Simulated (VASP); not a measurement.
Here is a VASP 6.6.1 calculation.

INCAR

```
SYSTEM = TiAl
ALGO     = Fast           ! electronic algorithm
EDIFF    = 1E-6           ! SCF threshold, eV
ENCUT    = 520            ! plane-wave cutoff, eV
GGA      = PE             ! functional
ISIF     = 2              ! what is computed and relaxed
ISMEAR   = -1             ! smearing method
LASPH    = .True.         ! aspherical terms in the spheres
LCHARG   = .True.         ! write CHGCAR
LELF     = .True.         ! ELF
LREAL    = .False.        ! projectors in reciprocal space
LVHAR    = .True.       
LWAVE    = .False.        ! write WAVECAR
NBANDS   = 14             ! bands
NELM     = 80             ! most SCF steps
PREC     = Accurate       ! precision mode
SIGMA    = 0.05           ! smearing width, eV
```

File KPOINTS:

```
k-points
0
Gamma
  11 11 6
  0 0 0
```

Contents of POSCAR:

```
TiAl
1.0
    2.8672622327      0.0000000000      0.0000000000
   -1.4336311163      2.4831219328      0.0000000000
    0.0000000000      0.0000000000      4.6780830000
Ti Al
1 1
Direct
   -0.0097550000      0.0048560000      0.0113100000
    0.3481230000      0.6626870000      0.5163250000
```

Potentials or basis: VASP PAW PBE potentials, release 64 (Ti_sv, Al).

Run with:

```console
$ cat potpaw_PBE.64/Ti_sv/POTCAR potpaw_PBE.64/Al/POTCAR > POTCAR
$ mpirun -np 1 vasp_std > vasp.out
```

Question: Predict the largest force.

Answer: 0.225 eV/Å.

Question: Estimate the pressure.

Answer: 0.2 GPa.

Forces in eV/Å, atoms in the order of the input:
```
Ti   0.153 -0.027  0.163
Al  -0.153  0.027 -0.163
```

Caveat: the cell differs from its parent crystal (atoms moved at random).
